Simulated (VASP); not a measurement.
# Ta (P6_3/mmc) in VASP: a series of runs

Ta is run at these levels: PBE; tasks: single point.

All numbers are computed with VASP 6.6.1; they aren't measurements. Logs are shortened: lines on timing, memory, paths and dates and some standing lists are left out, and cuts for length are marked.

## 1. The cell of the first run

It takes space group P6_3/mmc (No. 194, hexagonal). The conventional cell has a = 3.048 Å, b = 3.048 Å, c = 5.274 Å, α = 90.00°, β = 90.00°, γ = 120.00°. Ta (site symmetry -6m2) has 12 Ta at 3.05 to 3.17 Å within 4.0 Å.

This isn't the form of Ta at room conditions, which is bcc.

## 2. Single point, PBE (strained)

File INCAR:

```
SYSTEM = Ta
PREC = Accurate ; ENCUT = 520
EDIFF = 1E-6 ; ISMEAR = 0
SIGMA = 0.1 ; LREAL = .FALSE.
LASPH = .TRUE. ; NELM = 60
ALGO = Fast ; ISIF = 2
LWAVE = .FALSE. ; LCHARG = .FALSE.
GGA = PE ; NBANDS = 18
```

File KPOINTS:

```
Automatic mesh
0
G
  18 18 8
  0 0 0
```

File POSCAR:

```
Ta
1.0
    3.0480010111      0.0000000000      0.0000000000
   -1.5240005055      2.6396463064      0.0000000000
    0.0000000000      0.0000000000      5.2742491266
Ta
2
Direct
    0.6666666700      0.3333333300      0.7500000000
    0.3333333300      0.6666666700      0.2500000000
```

Potentials or basis: VASP PAW PBE potentials, release 64 (Ta_pv).

On the command line:

```bash
> cat potpaw_PBE.64/Ta_pv/POTCAR > POTCAR
> mpirun -np 1 vasp_std > vasp.out
```

OUTCAR:

```text
SYSTEM = Ta
   PREC = Accurate
   ENCUT = 520
   EDIFF = 1E-6
   ISMEAR = 0
   LREAL = .FALSE.
   LASPH = .TRUE.
   NELM = 60
   ISIF = 2
   GGA = PE

 ion  position               nearest neighbor table
   1  0.667  0.333  0.750-   2 3.17   2 3.17   2 3.17   2 3.17   2 3.17   2 3.17
   2  0.333  0.667  0.250-   1 3.17   1 3.17   1 3.17   1 3.17   1 3.17   1 3.17

  LATTYP: Found a hexagonal cell.
 ALAT       =     3.0480010111
 C/A-ratio  =     1.7303961211

  Lattice vectors:

 A1 = (   3.0480010111,   0.0000000000,   0.0000000000)
 A2 = (  -1.5240005055,   2.6396463064,   0.0000000000)
 A3 = (   0.0000000000,   0.0000000000,   5.2742491266)

Analysis of symmetry for initial positions (statically):
=====================================================================
 Subroutine PRICEL returns:
 Original cell was already a primitive cell.

 Routine SETGRP: Setting up the symmetry group for a
 hexagonal supercell.

 Subroutine GETGRP returns: Found 24 space group operations
 (whereof 12 operations were pure point group operations)
 out of a pool of 24 trial point group operations.

The static configuration has the point symmetry D_3d.
 The point group associated with its full space group is D_6h.

Analysis of symmetry for dynamics (positions and initial velocities):
=====================================================================
 Subroutine PRICEL returns:
 Original cell was already a primitive cell.

 Routine SETGRP: Setting up the symmetry group for a
 hexagonal supercell.

 Subroutine GETGRP returns: Found 24 space group operations
 (whereof 12 operations were pure point group operations)
 out of a pool of 24 trial point group operations.

The dynamic configuration has the point symmetry D_3d.
 The point group associated with its full space group is D_6h.

 Subroutine INISYM returns: Found 24 space group operations
 (whereof 12 operations are pure point group operations),
 and found     1 'primitive' translations

----------------------------------------------------------------------------------------

                                     Primitive cell

  volume of cell :      42.4347

  direct lattice vectors                    reciprocal lattice vectors
     3.048001011  0.000000000  0.000000000     0.328083881  0.189419317  0.000000000
    -1.524000506  2.639646306  0.000000000     0.000000000  0.378838634  0.000000000
     0.000000000  0.000000000  5.274249127     0.000000000  0.000000000  0.189600449

  length of vectors
     3.048001011  3.048001011  5.274249127     0.378838634  0.378838634  0.189600449

  position of ions in fractional coordinates (direct lattice)
     0.666666670  0.333333330  0.750000000
     0.333333330  0.666666670  0.250000000

  ion indices of the primitive-cell ions
   primitive index   ion index
                 1           1
                 2           2

----------------------------------------------------------------------------------------

 KPOINTS: Automatic mesh

Automatic generation of k-mesh.
 Grid dimensions read from file:
 generate k-points for:   18   18    8

 Generating k-lattice:

  Cartesian coordinates                     Fractional coordinates (reciprocal lattice)
     0.018226882  0.010523295  0.000000000     0.055555556  0.000000000  0.000000000
     0.000000000  0.021046591  0.000000000     0.000000000  0.055555556  0.000000000
     0.000000000  0.000000000  0.023700056     0.000000000  0.000000000  0.125000000

  Length of vectors
     0.021046591  0.021046591  0.023700056

  Shift w.r.t. Gamma in fractional coordinates (k-lattice)
     0.000000000  0.000000000  0.000000000

 Subroutine IBZKPT returns following result:
 ===========================================

 Found    185 irreducible k-points:

 Following reciprocal coordinates:
            Coordinates               Weight
  0.000000  0.000000  0.000000      1.000000
  0.055556 -0.000000  0.000000      6.000000
  0.111111 -0.000000  0.000000      6.000000
  0.166667  0.000000  0.000000      6.000000
  0.222222 -0.000000  0.000000      6.000000
  0.277778 -0.000000  0.000000      6.000000
[... 16 lines left out ...]
  0.333333  0.111111  0.000000     12.000000
  0.388889  0.111111  0.000000     12.000000
 [... further k-points ...]
   k-points           NKPTS =    185   k-points in BZ     NKDIM =    185   number of bands    NBANDS=     18
   number of dos      NEDOS =    301   number of ions     NIONS =      2
   total plane-waves  NPLWV =  23040
   dimension x,y,z NGX =    24 NGY =   24 NGZ =   40
   dimension x,y,z NGXF=    48 NGYF=   48 NGZF=   80
   ions per type =               2
   NGX,Y,Z   is equivalent  to a cutoff of  13.09, 13.09, 12.61 a.u.
   NGXF,Y,Z  is equivalent  to a cutoff of  26.18, 26.18, 25.22 a.u.
 SYSTEM =  Ta
   PREC   = accura    normal or accurate (medium, high low for compatibility)
   ISTART =      0    job   : 0-new  1-cont  2-samecut
   ICHARG =      2    charge: 1-file 2-atom 10-const
   ISPIN  =      1    spin polarized calculation?
   LNONCOLLINEAR =      F non collinear calculations
   LSORBIT =      F    spin-orbit coupling
   LASPH  =      T    aspherical Exc in radial PAW
   ENCUT  =  520.0 eV  38.22 Ry    6.18 a.u.   5.67  5.67  9.81*2*pi/ulx,y,z
   NELM   =     60;   NELMIN=  2; NELMDL= -5     # of ELM steps
   EDIFF  = 0.1E-05   stopping-criterion for ELM
   LREAL  =      F    real-space projection
   EDIFFG = 0.1E-04   stopping-criterion for IOM
   NSW    =      0    number of steps for IOM
   IBRION =     -1    ionic relax: 0-MD 1-quasi-New 2-CG
   NFREE  =      0    steps in history (QN), initial steepest desc. (CG)
   ISIF   =      2    stress and relaxation
   ISYM   =      2    0-nonsym 1-usesym 2-fastsym
   POTIM  = 0.5000    time-step for ionic-motion
   TEBEG  =    0.0;   TEEND  =   0.0 temperature during run
   PSTRESS=    0.0 pullay stress
   NELECT =      22.0000    total number of electrons
   NUPDOWN=      -1.0000    fix difference up-down
   EMIN   =  10.00;   EMAX   =-10.00  energy-range for DOS
   EFERMI =   0.00;   METHOD = LEGACY
   ISMEAR =     0;   SIGMA  =   0.10  broadening in eV -4-tet -1-fermi 0-gaus
   EFERMI_NEDOS =   21; number of points for ismear=-14 and -15
   IALGO  =     68    algorithm
   IMIX   =      4    mixing-type and parameters
     AMIX     =   0.40;   BMIX     =  1.00
     AMIX_MAG =   1.60;   BMIX_MAG =  1.00
  volume/ion in A,a.u.               =      21.22       143.18
  Fermi-wavevector in a.u.,A,eV,Ry     =   1.315150  2.485273 23.532896  1.729619
  Thomas-Fermi vector in A             =   2.445353
   LORBIT       =      0    0 simple, 1 ext, 2 COOP (PROOUT), +10 PAW based schemes
   GGA     = PE    functional components
   LHFCALC =     F    Hartree Fock is set to
   AEXX    =    0.0000 exact exchange contribution
   IVDW    =     0    specifies the selected vdW correction
   LEPSILON=     F    determine dielectric tensor
   LRPA    =     F    only Hartree local field effects (RPA)
 non-spin polarized calculation
 RMM-DIIS sequential band-by-band and
 Gauss-broadening in eV      SIGMA  =   0.10
  energy-cutoff  :      520.00
  volume of cell :       42.43
 maximum number of plane-waves:      1184
 NGX is ok and might be reduce to    24
   NGX = 11   NGY = 11   NGZ = 19

 number of electron      21.9999998 magnetization

 Free energy of the ion-electron system (eV)
  ---------------------------------------------------
  ext. energy  EPLUGINS =         0.00000000
  ---------------------------------------------------
  free energy    TOTEN  =       -22.74347051 eV

  energy without entropy =      -22.72842259  energy(sigma->0) =      -22.73594655

 E-fermi :   4.6332     XC(G=0): -11.7946

 val. band max:        4.6311200481   @ k =   0.3333   0.0556   0.2500
 cond. band min:       4.6367851684   @ k =   0.2778   0.1111   0.3750
 fundamental gap:      0.0056651203
 Fermi energy:         4.6331996890

 k-point     1 :       0.0000    0.0000    0.0000
  band No.  band energies     occupation
      1     -30.0576      2.00000
      2     -29.4872      2.00000
      3     -29.4680      2.00000
      4     -29.4680      2.00000
      5     -29.4029      2.00000
      6     -29.4029      2.00000
[... 10 lines left out ...]
     17       9.0190      0.00000
     18       9.0190      0.00000

 k-point     2 :       0.0556   -0.0000    0.0000
  band No.  band energies     occupation
      1     -30.0512      2.00000
      2     -29.4885      2.00000
      3     -29.4871      2.00000
      4     -29.4735      2.00000
      5     -29.4225      2.00000
      6     -29.4064      2.00000
[... 10 lines left out ...]
     17       9.0632      0.00000
     18       9.2515      0.00000

 k-point     3 :       0.1111   -0.0000    0.0000
  band No.  band energies     occupation
      1     -30.0325      2.00000
      2     -29.5418      2.00000
      3     -29.4927      2.00000
      4     -29.4890      2.00000
      5     -29.4783      2.00000
      6     -29.4166      2.00000
[... 10 lines left out ...]
     17       9.1669      0.00000
     18       9.8221      0.00000

 k-point     4 :       0.1667    0.0000    0.0000
  band No.  band energies     occupation
      1     -30.0027      2.00000
      2     -29.6253      2.00000
      3     -29.5623      2.00000
      4     -29.5124      2.00000
      5     -29.5001      2.00000
      6     -29.4325      2.00000
[... 375 lines left out ...]
      4     -29.6254      2.00000
      5     -29.5516      2.00000
      6     -29.5347      2.00000
[... 10 lines left out ...]
     17       9.1641      0.00000
     18      11.5726      0.00000

 k-point    23 :       0.3333    0.1111    0.0000
  band No.  band energies     occupation
      1     -30.0006      2.00000
      2     -29.9313      2.00000
      3     -29.8152      2.00000
      4     -29.6553      2.00000
      5     -29.5741      2.00000
      6     -29.5553      2.00000
[... 10 lines left out ...]
     17       9.9982      0.00000
     18      11.9340      0.00000

 k-point    24 :       0.3889    0.1111    0.0000
  band No.  band energies     occupation
      1     -30.0481      2.00000
      2     -29.9711      2.00000
      3     -29.7804      2.00000
      4     -29.6747      2.00000
      5     -29.5950      2.00000
      6     -29.5688      2.00000
[... 10 lines left out ...]
     17      10.7061      0.00000
     18      12.3271      0.00000

 [... further k-points ...]

------------------------ aborting loop because EDIFF is reached ----------------------------------------

  FORCE on cell =-STRESS in cart. coord.  units (eV):
  Direction    XX          YY          ZZ          XY          YZ          ZX
  --------------------------------------------------------------------------------------
  -------------------------------------------------------------------------------------
  Total       -5.3734494     -5.3734494     -4.0855428     -0.0000000      0.0000000      0.0000000
  in kB     -202.8814133   -202.8814133   -154.2548603     -0.0000000      0.0000000      0.0000000
  external PRESSURE =    -186.6725623 kB  Pullay stress =       0.0000000 kB

 VOLUME and BASIS-vectors are now :
 -----------------------------------------------------------------------------
  energy-cutoff  :      520.00
  volume of cell :       42.43
      direct lattice vectors                 reciprocal lattice vectors
     3.048001011  0.000000000  0.000000000     0.328083881  0.189419317  0.000000000
    -1.524000506  2.639646306  0.000000000     0.000000000  0.378838634  0.000000000
     0.000000000  0.000000000  5.274249127     0.000000000  0.000000000  0.189600449

 POSITION                                       TOTAL-FORCE (eV/Angst)
 -----------------------------------------------------------------------------------
      1.52400      0.87988      3.95569        -0.000000      0.000000      0.000000
     -0.00000      1.75976      1.31856         0.000000     -0.000000      0.000000
 -----------------------------------------------------------------------------------
    total drift:                               -0.000002      0.000001     -0.000000

  FREE ENERGIE OF THE ION-ELECTRON SYSTEM (eV)
  ---------------------------------------------------
  free  energy   TOTEN  =       -22.7434705112 eV

  energy  without entropy=      -22.7284225875  energy(sigma->0) =      -22.73594655
```

Run time: 2.1 min. Hardware: 1 thread of Intel Xeon 8259CL, shared host; peak memory 0.24 GiB.

Results:

- Free energy: -22.7435 eV
- Pressure: -18.7 GPa
- Band gap on the k mesh: zero (bands 11 and 12 overlap by 1.75 eV)

Stress tensor (GPa, compression positive):
```
-20.29   0.00   0.00
  0.00 -20.29   0.00
  0.00   0.00 -15.43
```

Levels at points of the mesh, in eV from the Fermi level:
```
           k point  band 7  band 8  band 9  band 10  band 11  band 12  band 13  band 14  band 15  band 16
(0.00, 0.00, 0.00)   -7.66   -4.39   -0.16    -0.15     0.55     0.55     1.07     1.07     2.40     2.40
(0.50, 0.00, 0.00)   -3.68   -3.26   -2.76    -0.75    -0.16     0.53     0.65     4.83     5.27     5.55
(0.00, 0.00, 0.50)   -5.96   -5.96   -0.87    -0.87     0.56     0.56     0.56     0.56     3.75     3.75
(0.50, 0.00, 0.50)   -3.79   -3.79   -1.83    -1.83     1.05     1.05     2.20     2.20     4.84     4.84
```

Caveat: the cell differs from its parent crystal (strained); the cell stands under tension; spin-orbit coupling is left out, which moves the levels of the heavy elements.

## 3. Single point, PBE (strained)

File INCAR:

```
SYSTEM = Ta
PREC = Accurate
ENCUT = 520
EDIFF = 1E-6
ISMEAR = 0
SIGMA = 0.1
LREAL = .FALSE.
LASPH = .TRUE.
NELM = 60
ALGO = Fast
ISIF = 2
LWAVE = .FALSE.
LCHARG = .FALSE.
GGA = PE
NBANDS = 18
```

File KPOINTS:

```
regular mesh
0
G
  15 15 8
  0 0 0
```

File POSCAR:

```
Ta
1.0
    2.8809105760      0.0000000000      0.0000000000
   -1.4404552880      2.4949417448      0.0000000000
    0.0000000000      0.0000000000      5.2091024115
Ta
2
Direct
    0.6666666700      0.3333333300      0.7500000000
    0.3333333300      0.6666666700      0.2500000000
```

Potentials or basis: VASP PAW PBE potentials, release 64 (Ta_pv).

On the command line:

```bash
> cat potpaw_PBE.64/Ta_pv/POTCAR > POTCAR
> mpirun -np 1 vasp_std > vasp.out
```

OUTCAR:

```text
SYSTEM = Ta
   PREC = Accurate
   ENCUT = 520
   EDIFF = 1E-6
   ISMEAR = 0
   LREAL = .FALSE.
   LASPH = .TRUE.
   NELM = 60
   ISIF = 2
   GGA = PE

 ion  position               nearest neighbor table
   1  0.667  0.333  0.750-   2 3.09   2 3.09   2 3.09   2 3.09   2 3.09   2 3.09
   2  0.333  0.667  0.250-   1 3.09   1 3.09   1 3.09   1 3.09   1 3.09   1 3.09

  LATTYP: Found a hexagonal cell.
 ALAT       =     2.8809105760
 C/A-ratio  =     1.8081444301

  Lattice vectors:

[... 696 lines left out ...]

  FORCE on cell =-STRESS in cart. coord.  units (eV):
  Direction    XX          YY          ZZ          XY          YZ          ZX
  --------------------------------------------------------------------------------------
  -------------------------------------------------------------------------------------
  Total        0.4292755      0.4292755     -0.5888233      0.0000000      0.0000000      0.0000000
  in kB       18.3693434     18.3693434    -25.1966314      0.0000000      0.0000000      0.0000000
  external PRESSURE =       3.8473518 kB  Pullay stress =       0.0000000 kB

 VOLUME and BASIS-vectors are now :
 -----------------------------------------------------------------------------
  energy-cutoff  :      520.00
  volume of cell :       37.44
      direct lattice vectors                 reciprocal lattice vectors
     2.880910576  0.000000000  0.000000000     0.347112475  0.200405481  0.000000000
    -1.440455288  2.494941745  0.000000000     0.000000000  0.400810962  0.000000000
     0.000000000  0.000000000  5.209102411     0.000000000  0.000000000  0.191971653

 POSITION                                       TOTAL-FORCE (eV/Angst)
 -----------------------------------------------------------------------------------
      1.44046      0.83165      3.90683         0.000000      0.000000      0.000000
     -0.00000      1.66329      1.30228        -0.000000      0.000000      0.000000
 -----------------------------------------------------------------------------------
    total drift:                               -0.000001      0.000001     -0.000000

  FREE ENERGIE OF THE ION-ELECTRON SYSTEM (eV)
  ---------------------------------------------------
  free  energy   TOTEN  =       -23.0695196359 eV

  energy  without entropy=      -23.0581318245  energy(sigma->0) =      -23.06382573
```

OSZICAR:

```text
N       E                     dE             d eps       ncg     rms          rms(c)
DAV:   1     0.168397481095E+03    0.16840E+03   -0.12767E+04  4860   0.126E+03
DAV:   2    -0.197175687669E+02   -0.18812E+03   -0.18499E+03  5956   0.354E+02
DAV:   3    -0.239480055466E+02   -0.42304E+01   -0.41607E+01  5834   0.498E+01
DAV:   4    -0.239799285830E+02   -0.31923E-01   -0.31883E-01  5540   0.450E+00
DAV:   5    -0.239801599788E+02   -0.23140E-03   -0.23138E-03  5444   0.369E-01    0.178E+01
RMM:   6    -0.232854266269E+02    0.69473E+00   -0.67891E-01  4929   0.625E+00    0.863E+00
RMM:   7    -0.230676030760E+02    0.21782E+00   -0.85455E-01  5387   0.650E+00    0.518E-01
RMM:   8    -0.230686859987E+02   -0.10829E-02   -0.44905E-02  5876   0.157E+00    0.472E-01
RMM:   9    -0.230699397598E+02   -0.12538E-02   -0.11926E-02  5982   0.698E-01    0.299E-01
RMM:  10    -0.230695146494E+02    0.42511E-03   -0.32169E-03  5248   0.426E-01    0.103E-01
RMM:  11    -0.230695094933E+02    0.51560E-05   -0.34168E-04  6313   0.150E-01    0.274E-02
RMM:  12    -0.230695174892E+02   -0.79958E-05   -0.74301E-05  6481   0.620E-02    0.206E-02
RMM:  13    -0.230695186502E+02   -0.11610E-05   -0.10234E-05  5357   0.193E-02    0.642E-03
RMM:  14    -0.230695199465E+02   -0.12964E-05   -0.20724E-06  3681   0.715E-03    0.724E-03
RMM:  15    -0.230695196359E+02    0.31063E-06   -0.53843E-07  2982   0.462E-03
   1 F= -.23069520E+02 E0= -.23063826E+02  d E =-.113878E-01
```

stdout:

```text
POSCAR found type information on POSCAR Ta
 POSCAR found :  1 types and       2 ions
 scaLAPACK will be used
 LDA part: xc-table for (Slater+PW92), standard interpolation
 POSCAR, INCAR and KPOINTS ok, starting setup
 FFT: planning ... GRIDC
 FFT: planning ... GRID_SOFT
 FFT: planning ... GRID
 WAVECAR not read
 entering main loop
```

Run time: 84 s. Hardware: 1 thread of Intel Xeon 8259CL, shared host; peak memory 0.21 GiB.

Results:

* Free energy: -23.0695 eV
* Pressure: 0.4 GPa
* Band gap on the k mesh: zero (bands 11 and 12 overlap by 2.20 eV)

Caveat: the cell differs from its parent crystal (strained); spin-orbit coupling is left out, which moves the levels of the heavy elements.

[end of part 1 of 2]
